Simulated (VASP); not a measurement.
# Te (R-3m) in VASP: further runs

Runs on Te. Level: PBEsol. Tasks: single point.

Everything below comes from runs of VASP 6.6.1. Logs are shortened: lines on timing, memory, paths and dates and some standing lists are left out, and cuts for length are marked.

## (1) The cell of the first run

It takes space group R-3m (No. 166, trigonal). Conventional cell: a = 4.497 Å, b = 4.497 Å, c = 4.794 Å, α = 90.00°, β = 90.00°, γ = 120.00°. Te (site symmetry -3m) has 12 Te at 3.05 to 4.12 Å within 4.2 Å.

## (2) Single point, PBEsol (strained)

Contents of INCAR:

```
ALGO = Normal
EDIFF = 1E-6
ENCUT = 520
GGA = PS
ISIF = 2
ISMEAR = 0
LASPH = True
LCHARG = True
LELF = True
LREAL = False
LVHAR = True
LWAVE = False
NBANDS = 9
NELM = 60
PREC = Accurate
SIGMA = 0.1
```

Contents of KPOINTS:

```
k-points
0
Gamma
  15 15 15
```

Contents of POSCAR:

```
Te
1.0
    2.2484873246      1.2981647621      1.5981203456
   -2.2484873246      1.2981647621      1.5981203456
    0.0000000000     -2.5963295242      1.5981203456
Te
1
Direct
    0.5000000000      0.5000000000      0.5000000000
```

Potentials or basis: VASP PAW PBE potentials, release 64 (Te).

Launch:

```sh
> cat potpaw_PBE.64/Te/POTCAR > POTCAR
> mpirun -np 1 vasp_std > vasp.out
```

OUTCAR:

```text
EDIFF = 1E-6
   ENCUT = 520
   GGA = PS
   ISIF = 2
   ISMEAR = 0
   LASPH = True
   LREAL = False
   NELM = 60
   PREC = Accurate

 ion  position               nearest neighbor table
   1  0.500  0.500  0.500-

  LATTYP: Found a trigonal (rhomboedric) cell.
 ALAT       =     3.0487564084
 COS(alpha) =    -0.0878410189

  Lattice vectors:

 A1 = (   2.2484873246,   1.2981647621,   1.5981203456)
 A2 = (  -2.2484873246,   1.2981647621,   1.5981203456)
 A3 = (   0.0000000000,  -2.5963295242,   1.5981203456)

Analysis of symmetry for initial positions (statically):
=====================================================================
 Subroutine PRICEL returns:
 Original cell was already a primitive cell.

 Routine SETGRP: Setting up the symmetry group for a
 trigonal (rhombohedral) supercell.

 Subroutine GETGRP returns: Found 12 space group operations
 (whereof 12 operations were pure point group operations)
 out of a pool of 12 trial point group operations.

The static configuration has the point symmetry D_3d.

Analysis of symmetry for dynamics (positions and initial velocities):
=====================================================================
 Subroutine PRICEL returns:
 Original cell was already a primitive cell.

 Routine SETGRP: Setting up the symmetry group for a
 trigonal (rhombohedral) supercell.

 Subroutine GETGRP returns: Found 12 space group operations
 (whereof 12 operations were pure point group operations)
 out of a pool of 12 trial point group operations.

The dynamic configuration has the point symmetry D_3d.

 Subroutine INISYM returns: Found 12 space group operations
 (whereof 12 operations are pure point group operations),
 and found     1 'primitive' translations

----------------------------------------------------------------------------------------

                                     Primitive cell

  volume of cell :      27.9886

  direct lattice vectors                    reciprocal lattice vectors
     2.248487325  1.298164762  1.598120346     0.222371723  0.128386374  0.208578368
    -2.248487325  1.298164762  1.598120346    -0.222371723  0.128386374  0.208578368
     0.000000000 -2.596329524  1.598120346     0.000000000 -0.256772748  0.208578368

  length of vectors
     3.048756408  3.048756408  3.048756408     0.330812907  0.330812907  0.330812907

  position of ions in fractional coordinates (direct lattice)
     0.500000000  0.500000000  0.500000000

  ion indices of the primitive-cell ions
   primitive index   ion index
                 1           1

----------------------------------------------------------------------------------------

 KPOINTS: k-points

Automatic generation of k-mesh.
 Grid dimensions read from file:
 generate k-points for:   15   15   15

 Generating k-lattice:

  Cartesian coordinates                     Fractional coordinates (reciprocal lattice)
     0.014824782  0.008559092  0.013905225     0.066666667 -0.000000000 -0.000000000
    -0.014824782  0.008559092  0.013905225    -0.000000000  0.066666667 -0.000000000
     0.000000000 -0.017118183  0.013905225    -0.000000000 -0.000000000  0.066666667

  Length of vectors
     0.022054194  0.022054194  0.022054194

  Shift w.r.t. Gamma in fractional coordinates (k-lattice)
     0.000000000  0.000000000  0.000000000

 Subroutine IBZKPT returns following result:
 ===========================================

 Found    344 irreducible k-points:

 Following reciprocal coordinates:
            Coordinates               Weight
  0.000000  0.000000  0.000000      1.000000
  0.066667 -0.000000  0.000000      6.000000
  0.133333 -0.000000  0.000000      6.000000
  0.200000  0.000000 -0.000000      6.000000
  0.266667 -0.000000  0.000000      6.000000
  0.333333 -0.000000  0.000000      6.000000
[... 16 lines left out ...]
  0.133333  0.133333  0.000000      6.000000
  0.200000  0.133333  0.000000     12.000000
 [... further k-points ...]
   k-points           NKPTS =    344   k-points in BZ     NKDIM =    344   number of bands    NBANDS=      9
   number of dos      NEDOS =    301   number of ions     NIONS =      1
   total plane-waves  NPLWV =  13824
   dimension x,y,z NGX =    24 NGY =   24 NGZ =   24
   dimension x,y,z NGXF=    48 NGYF=   48 NGZF=   48
   ions per type =               1
   NGX,Y,Z   is equivalent  to a cutoff of  13.09, 13.09, 13.09 a.u.
   NGXF,Y,Z  is equivalent  to a cutoff of  26.17, 26.17, 26.17 a.u.
 SYSTEM =  unknown system
   PREC   = accura    normal or accurate (medium, high low for compatibility)
   ISTART =      0    job   : 0-new  1-cont  2-samecut
   ICHARG =      2    charge: 1-file 2-atom 10-const
   ISPIN  =      1    spin polarized calculation?
   LNONCOLLINEAR =      F non collinear calculations
   LSORBIT =      F    spin-orbit coupling
   LASPH  =      T    aspherical Exc in radial PAW
   ENCUT  =  520.0 eV  38.22 Ry    6.18 a.u.   5.67  5.67  5.67*2*pi/ulx,y,z
   NELM   =     60;   NELMIN=  2; NELMDL= -5     # of ELM steps
   EDIFF  = 0.1E-05   stopping-criterion for ELM
   LREAL  =      F    real-space projection
   EDIFFG = 0.1E-04   stopping-criterion for IOM
   NSW    =      0    number of steps for IOM
   IBRION =     -1    ionic relax: 0-MD 1-quasi-New 2-CG
   NFREE  =      0    steps in history (QN), initial steepest desc. (CG)
   ISIF   =      2    stress and relaxation
   ISYM   =      2    0-nonsym 1-usesym 2-fastsym
   POTIM  = 0.5000    time-step for ionic-motion
   TEBEG  =    0.0;   TEEND  =   0.0 temperature during run
   PSTRESS=    0.0 pullay stress
   NELECT =       6.0000    total number of electrons
   NUPDOWN=      -1.0000    fix difference up-down
   EMIN   =  10.00;   EMAX   =-10.00  energy-range for DOS
   EFERMI =   0.00;   METHOD = LEGACY
   ISMEAR =     0;   SIGMA  =   0.10  broadening in eV -4-tet -1-fermi 0-gaus
   EFERMI_NEDOS =   21; number of points for ismear=-14 and -15
   IALGO  =     38    algorithm
   IMIX   =      4    mixing-type and parameters
     AMIX     =   0.40;   BMIX     =  1.00
     AMIX_MAG =   1.60;   BMIX_MAG =  1.00
  volume/ion in A,a.u.               =      27.99       188.88
  Fermi-wavevector in a.u.,A,eV,Ry     =   0.979787  1.851529 13.061350  0.959982
  Thomas-Fermi vector in A             =   2.110667
   LORBIT       =      0    0 simple, 1 ext, 2 COOP (PROOUT), +10 PAW based schemes
   GGA     = PS    functional components
   LHFCALC =     F    Hartree Fock is set to
   AEXX    =    0.0000 exact exchange contribution
   IVDW    =     0    specifies the selected vdW correction
   LEPSILON=     F    determine dielectric tensor
   LRPA    =     F    only Hartree local field effects (RPA)
 non-spin polarized calculation
 Gauss-broadening in eV      SIGMA  =   0.10
  energy-cutoff  :      520.00
  volume of cell :       27.99
 maximum number of plane-waves:       769
   NGX = 11   NGY = 11   NGZ = 11

 number of electron       6.0000001 magnetization

 Free energy of the ion-electron system (eV)
  ---------------------------------------------------
  ext. energy  EPLUGINS =         0.00000000
  ---------------------------------------------------
  free energy    TOTEN  =        -3.45165559 eV

  energy without entropy =       -3.44924858  energy(sigma->0) =       -3.45045209

 E-fermi :   8.3916     XC(G=0): -10.1186

 val. band max:        8.3883643590   @ k =  -0.2000   0.1333   0.0667
 cond. band min:       8.4119772108   @ k =  -0.2000   0.1333   0.1333
 fundamental gap:      0.0236128517
 Fermi energy:         8.3916248558

 k-point     1 :       0.0000    0.0000    0.0000
  band No.  band energies     occupation
      1      -6.4271      2.00000
      2       9.4953      0.00000
      3      10.1399      0.00000
      4      10.1399      0.00000
      5      14.4784      0.00000
      6      14.4784      0.00000
      7      15.5378      0.00000
      8      25.3597      0.00000
      9      25.3604      0.00000

 k-point     2 :       0.0667   -0.0000    0.0000
  band No.  band energies     occupation
      1      -6.3631      2.00000
      2       9.0311      0.00000
      3       9.8661      0.00000
      4      10.1908      0.00000
      5      14.5380      0.00000
      6      14.9648      0.00000
      7      16.0125      0.00000
      8      24.2087      0.00000
      9      24.2314      0.00000

 k-point     3 :       0.1333   -0.0000    0.0000
  band No.  band energies     occupation
      1      -6.1732      2.00000
      2       7.5599      2.00000
      3       9.9323      0.00000
      4      10.3396      0.00000
      5      14.7136      0.00000
      6      15.3743      0.00000
      7      17.6563      0.00000
      8      22.8469      0.00000
      9      22.8661      0.00000

 k-point     4 :       0.2000    0.0000   -0.0000
  band No.  band energies     occupation
      1      -5.8651      2.00000
      2       5.9208      2.00000
      3      10.1505      0.00000
      4      10.5739      0.00000
      5      14.9931      0.00000
      6      15.7530      0.00000
      7      19.6094      0.00000
      8      21.6161      0.00000
      9      21.7543      0.00000
[... 205 lines left out ...]
 k-point    22 :      -0.0667    0.0667    0.0000
  band No.  band energies     occupation
      1      -6.3088      2.00000
      2       8.9996      0.00000
      3       9.5282      0.00000
      4      10.1061      0.00000
      5      14.7567      0.00000
      6      15.3140      0.00000
      7      16.1447      0.00000
      8      22.7147      0.00000
      9      24.1574      0.00000

 k-point    23 :       0.1333    0.1333    0.0000
  band No.  band energies     occupation
      1      -5.8819      2.00000
      2       7.4900      2.00000
      3       7.6201      2.00000
      4      10.3270      0.00000
      5      15.3591      0.00000
      6      17.8951      0.00000
      7      18.4105      0.00000
      8      22.9860      0.00000
      9      23.0269      0.00000

 k-point    24 :       0.2000    0.1333    0.0000
  band No.  band energies     occupation
      1      -5.5575      2.00000
      2       5.9202      2.00000
      3       7.7244      2.00000
      4      10.5502      0.00000
      5      15.7095      0.00000
      6      18.4579      0.00000
      7      20.0968      0.00000
      8      21.6909      0.00000
      9      22.4625      0.00000

 [... further k-points ...]
[... 5 lines left out ...]
  --------------------------------------------------------------------------------------
  -------------------------------------------------------------------------------------
  Total        1.3707226      1.3707226      1.0480513      0.0000000      0.0000000      0.0000000
  in kB       78.4655744     78.4655744     59.9945937      0.0000000      0.0000000      0.0000000
  external PRESSURE =      72.3085808 kB  Pullay stress =       0.0000000 kB

 VOLUME and BASIS-vectors are now :
 -----------------------------------------------------------------------------
  energy-cutoff  :      520.00
  volume of cell :       27.99
      direct lattice vectors                 reciprocal lattice vectors
     2.248487325  1.298164762  1.598120346     0.222371723  0.128386374  0.208578368
    -2.248487325  1.298164762  1.598120346    -0.222371723  0.128386374  0.208578368
     0.000000000 -2.596329524  1.598120346     0.000000000 -0.256772748  0.208578368

 POSITION                                       TOTAL-FORCE (eV/Angst)
 -----------------------------------------------------------------------------------
      0.00000      0.00000      2.39718         0.000000      0.000000      0.000000
 -----------------------------------------------------------------------------------
    total drift:                                0.000000      0.000000     -0.000000

  FREE ENERGIE OF THE ION-ELECTRON SYSTEM (eV)
  ---------------------------------------------------
  free  energy   TOTEN  =        -3.4516555948 eV

  energy  without entropy=       -3.4492485786  energy(sigma->0) =       -3.45045209
```

Run time: 34 s. Hardware: 1 thread of Intel Xeon 8259CL, shared host; peak memory 0.2 GiB.

What came out:

```
Free energy            : -3.4517 eV
Pressure               : 7.2 GPa
Band gap on the k mesh : zero (bands 3 and 4 overlap by 5.40 eV)
```

Levels at points of the mesh, in eV from the Fermi level:
```tsv
k point	band 1	band 2	band 3	band 4	band 5	band 6	band 7
(0.00, 0.00, 0.00)	-14.82	1.10	1.75	1.75	6.09	6.09	7.15
```

Caveat: the cell differs from its parent crystal (strained); the cell stands under pressure; the PAW data sets were made with another functional, which shifts forces and pressure a little; spin-orbit coupling is left out, which moves the levels of the heavy elements.

(Continued in part 2 of 3.)
